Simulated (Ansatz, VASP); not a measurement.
# Co: VASP beside Ansatz

File INCAR:

```
PREC     = Accurate       # precision mode
ENCUT    = 520            # plane-wave cutoff, eV
EDIFF    = 1E-6           # SCF threshold, eV
ISMEAR   = -1             # smearing method
SIGMA    = 0.05           # smearing width, eV
LREAL    = False          # projectors in reciprocal space
LASPH    = True           # aspherical terms in the spheres
NELM     = 150            # most SCF steps
ALGO     = Normal         # electronic algorithm
ISIF     = 2              # what is computed and relaxed
LWAVE    = False          # write WAVECAR
LCHARG   = False          # write CHGCAR
ISPIN    = 2              # spin polarisation
MAGMOM   = 1.639 1.639    # initial moments
LORBIT   = 11             # projections on sites
LMAXMIX  = 4              # l up to which the mixer works
GGA      = PS             # functional
NBANDS   = 20             # bands
```

The input KPOINTS:

```
Automatic mesh
0
Gamma
  19 19 9
```

File POSCAR:

```
Co
1.0
   -1.6302164937      1.3394373355      1.1947750332
    1.3394373355     -1.6302164937      1.1947750332
    3.0204257371      3.0204257371     -1.7273375941
Co
2
Direct
    0.9584434530      0.0415565470      1.0000000000
    0.7915565470      0.2084434530      0.5000000000
```

Input for Ansatz:

```yaml
crystal:
  lattice:
    - [-1.6302164937, 1.3394373355, 1.1947750332]
    - [1.3394373355, -1.6302164937, 1.1947750332]
    - [3.0204257371, 3.0204257371, -1.7273375941]
  atoms:
    - { symbol: Co, position: [0.958443453, 0.041556547, 1.0], spin: 1.639 }
    - { symbol: Co, position: [0.791556547, 0.208443453, 0.5], spin: 1.639 }
hamiltonian:
  xc: pbesol
  pseudopotentials:
    kind: paw
    azcp:
      Co: "pseudopotentials/Co.paw.azcp"
basis:
  ecutwfc: 420
  fft_grid_basis: typed
kpoints:
  mp_grid: { grid: [19, 19, 9], shift: [0, 0, 0] }
magnetization:
  spin_polarized: true
scf:
  occupations: { method: fermi_dirac, width: 0.05 }
  lower_state_search: "off"
output:
  stress: true
```

Alike in both runs: task single point; functional PBEsol; k mesh 19 × 19 × 9; occupations fermi-dirac, width 0.05 eV; collinear spin.

|  | VASP | Ansatz |
| --- | --- | --- |
| version | VASP 6.6.1 | Ansatz 0.2.0 |
| potentials or method | VASP PAW PBE potentials, release 64 (Co), cutoff 520 eV | plane waves (420 eV) with PAW, scalar-relativistic |
| valence electrons in the cell | 18 | 34 |

|  | VASP | Ansatz | Ansatz less VASP |
| --- | --- | --- | --- |
| pressure (GPa) | 9.2 | 10.4 | +1.20 |
| traceless stress, the component that is largest in VASP (GPa) | 0.06 | 0.11 | +0.045 |
| net moment per atom (μB) | 1.53 | 1.53 | +0.005 |
| size of the moment on the site where the two differ most (μB) | 1.53 | 1.59 | +0.065 |

VASP's potentials were made for PBE, not for PBEsol, and Ansatz warns of the same on its side. Site moments also hang on the region over which each program counts them. With one functional, cell and mesh, what is left measures potentials, basis and numerics. VASP's potentials hold 18 valence electrons a cell and Ansatz's 34, so a difference there can come from the potentials and not from the codes.
